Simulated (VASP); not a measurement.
The system is Zr3H2.

```
Zr H
1.0
     4.80747    0.00000    0.00000
    -2.40374    4.16339    0.00000
     0.00000    0.00000    3.70226
Zr H
3 2
Direct
  0.50000 0.00000 0.12500
  0.00000 0.50000 0.12500
  0.50000 0.50000 0.12500
  0.66667 0.33333 0.25000
  0.33333 0.66667 0.25000
```

The cell was generated, and may not be a known phase.

| Item | Value |
| --- | --- |
| Program | VASP 6.6.1 |
| Task | relaxation of cell and atoms |
| Functional | PBE |
| Potentials or basis | VASP PAW PBE potentials, release 64 (Zr_sv, H) |
| Cutoff | 600 eV |
| k mesh | 6 × 6 × 6 |
| Occupations | gaussian, width 0.1 eV |
| Spin | no spin polarisation |

At the start: pressure 78.5 GPa; volume 14.82 Å³/atom.

Question: Where does the relaxation end?

Answer: Over 23 steps the energy falls by 3170.6 meV/atom and the volume is 18.12 Å³/atom (+22.3 %); space group P6mm (No. 183, to 0.1 Å) before, P6/mmm (No. 191, to 0.1 Å).

Step by step:
| step | energy change (eV) | largest force (eV/Å) | pressure (GPa) | volume (Å³) |
| --- | --- | --- | --- | --- |
| 1 | 0.0000 | 7.4391 | 78.48 | 74.10 |
| 2 | -10.2909 | 0.6908 | -12.23 | 172.88 |
| 3 | -13.5145 | 0.6283 | -3.72 | 121.77 |
| 4 | -14.0541 | 0.6942 | -2.82 | 113.61 |
| 5 | -14.5168 | 1.0909 | 8.93 | 89.42 |
| 6 | -14.6907 | 0.9472 | 0.93 | 100.79 |
| 7 | -14.7608 | 0.9887 | 2.95 | 97.07 |
| 8 | -14.7626 | 0.9965 | 3.66 | 95.94 |
| 9 | -14.9458 | 0.7120 | 0.21 | 98.52 |
| 10 | -14.9458 | 0.7099 | 0.18 | 98.53 |
| 11 | -15.2198 | 0.6988 | -2.73 | 100.22 |
| 12 | -15.4776 | 0.1488 | -7.67 | 104.15 |
| 13 | -15.5622 | 0.0640 | -7.14 | 102.47 |
| 14 | -15.6540 | 0.1359 | -5.66 | 99.38 |
| 15 | -15.6626 | 0.2363 | -4.86 | 98.07 |
| 16 | -15.7368 | 0.2202 | -3.89 | 96.35 |
| 17 | -15.8405 | 0.1524 | -1.05 | 92.17 |
| 18 | -15.8463 | 0.1189 | 0.11 | 90.78 |
| 19 | -15.8465 | 0.1241 | -0.06 | 90.97 |
| 20 | -15.8485 | 0.1094 | 0.02 | 90.84 |
| 21 | -15.8519 | 0.0648 | 0.28 | 90.43 |
| 22 | -15.8520 | 0.0521 | 0.35 | 90.32 |
| 23 | -15.8530 | 0.0340 | 0.12 | 90.62 |

Final structure:
```yaml
crystal:
  lattice:
    - [5.93156, 0.00000, 0.00000]
    - [-2.96578, 5.13688, 0.00000]
    - [0.00000, 0.00000, 2.97408]
  atoms:
    - { symbol: Zr, position: [0.50000, 0.00000, 0.97346] }
    - { symbol: Zr, position: [0.00000, 0.50000, 0.97346] }
    - { symbol: Zr, position: [0.50000, 0.50000, 0.97346] }
    - { symbol: H, position: [0.66667, 0.33333, 0.47731] }
    - { symbol: H, position: [0.33333, 0.66667, 0.47731] }
```

Caveat: the volume moved by over 15 % at a fixed basis, so the end points are rough.
